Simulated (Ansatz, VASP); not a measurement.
# Na2C3: VASP beside Ansatz

```
Na C
1.0
     2.71847   -2.68106   -0.00452
     2.71847    2.68106   -0.00452
    -1.39002    0.00000    5.33619
Na C
2 3
Direct
  0.17587 0.17587 0.80111
  0.82413 0.82413 0.19889
  0.67086 0.67086 0.71733
  0.32914 0.32914 0.28267
  0.50000 0.50000 0.50000
```

Change from the starting cell: species swapped into the Mg2C3 type (C2/m, No. 12).

Alike in both runs: functional PBE; k mesh 6 × 6 × 4; occupations gaussian, width 0.1 eV; collinear spin.

Ansatz relaxed the structure, and its values are those at the end. VASP's run is a single point on that final structure, the one shown.

|  | VASP | Ansatz |
| --- | --- | --- |
| version | VASP 6.6.1 | Ansatz 0.2.0 |
| potentials or method | VASP PAW PBE potentials, release 64 (Na_pv, C), cutoff 520 eV | scalar-relativistic, plane waves, PAW |
| valence electrons in the cell | 26 | 30 |

Ansatz gave:

| Quantity | Value |
| --- | --- |
| pressure (GPa) | 0.2 |
| rms of the force components (eV/Å) | 0.007 |
| net moment per atom (μB) | 0.40 |
| size of the moment on the site where the two differ most (μB) | 0.29 |

Q: Estimate VASP's values.

A: Pressure (GPa): 0.3; rms of the force components (eV/Å): 0.024; net moment per atom (μB): 0.40; size of the moment on the site where the two differ most (μB): 0.50.

Site moments also hang on the region over which each program counts them. VASP's potentials hold 26 valence electrons a cell and Ansatz's 30, so a difference there can come from the potentials and not from the codes. Ansatz's warnings: seeded moment not kept.
